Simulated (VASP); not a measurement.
The system is Te.

```xyz
4
Lattice="5.2233 0.0000 0.0000 0.0000 5.2233 0.0000 0.0000 0.0000 5.2233" Properties=species:S:1:pos:R:3 pbc="T T T"
Te    4.5704    0.6529    3.2645
Te    1.9587    1.9587    1.9587
Te    0.6529    3.2645    4.5704
Te    3.2645    4.5704    0.6529
```

Base run:

| Item | Value |
| --- | --- |
| Program | VASP 6.6.1 |
| Functional | RPBE |
| Potentials or basis | VASP PAW PBE potentials, release 64 (Te) |
| Cutoff | 520 eV |
| k mesh | 4 × 4 × 4 |
| Occupations | fermi-dirac, width 0.05 eV |
| Spin | no spin polarisation |

Its results: band gap on the k mesh zero (band 12 reaches 5.81 eV, above the bottom of band 13 at 5.68 eV); pressure 1.3 GPa.

Problem. After a change of settings the same cell gave: band gap on the k mesh zero (band 12 reaches 6.11 eV, above the bottom of band 13 at 6.00 eV); pressure 3.8 GPa. Which change was it?
A. functional from RPBE to PBEsol
B. functional from RPBE to BLYP
C. functional from RPBE to revPBE
D. functional from RPBE to PBE; further incar settings from ALGO = Normal; EDIFF = 1e-06; NBANDS = 20 to ALGO = Normal; EDIFF = 1e-07; NBANDS = 20

Solution. B.

Caveats: the PAW data sets were made with another functional, which shifts forces and pressure a little; spin-orbit coupling is left out, which moves the levels of the heavy elements.
